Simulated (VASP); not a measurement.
Runs of VASP 6.6.1 on Au. The structure is that of space group P6_3/mmc (No. 194), or close to it. The cells are those of the table. This isn't the form of Au at room conditions, which is fcc.

| cell | k mesh | gap on the mesh (eV) | pressure (GPa) |
| --- | --- | --- | --- |
| a = 2.814, b = 2.814, c = 9.422 Å, angles 90.0, 90.0, 120.0°, 4 atoms | 14 × 14 × 4 | none | (a) |
| a = 2.968, b = 2.968, c = 9.939 Å, angles 90.0, 90.0, 120.0°, 4 atoms | 14 × 14 × 4 | none | -9.1 |
| a = 2.893, b = 2.893, c = 9.687 Å, angles 90.0, 90.0, 120.0°, 4 atoms | 16 × 16 × 5 | none | 0.4 |
| a = 3.004, b = 3.004, c = 10.060 Å, angles 90.0, 90.0, 120.0°, 4 atoms | 14 × 14 × 4 | none | (b) |
| a = 2.772, b = 2.772, c = 9.283 Å, angles 90.0, 90.0, 120.0°, 4 atoms | 14 × 14 × 4 | none | 29.2 |
| a = 2.854, b = 2.854, c = 9.557 Å, angles 90.0, 90.0, 120.0°, 4 atoms | 14 × 14 × 4 | none | 7.5 |
| a = 2.931, b = 2.931, c = 9.815 Å, angles 90.0, 90.0, 120.0°, 4 atoms | 14 × 14 × 4 | none | -5.0 |
| a = 2.893, b = 2.893, c = 9.687 Å, angles 90.0, 90.0, 120.0°, 4 atoms | 14 × 14 × 4 | none | 0.4 |

Alike in all rows: task single point; level r2SCAN; potentials or basis VASP PAW PBE potentials, release 64 (Au); no spin polarisation; cutoff (eV) 520; smearing fermi-dirac 0.1 eV.

Question: Fill in the values left out.

Answer: (a) 16.9; (b) -12.1.

Caveats: the PAW data sets were made with another functional, which shifts forces and pressure a little; spin-orbit coupling is left out, which moves the levels of the heavy elements; the cell stands under pressure (at least some runs); the cell stands under tension (at least some runs).

A k mesh can miss the band edges, and the runs leave out spin-orbit coupling on Au.

A gap of «none» marks levels without a gap at the run's occupations.
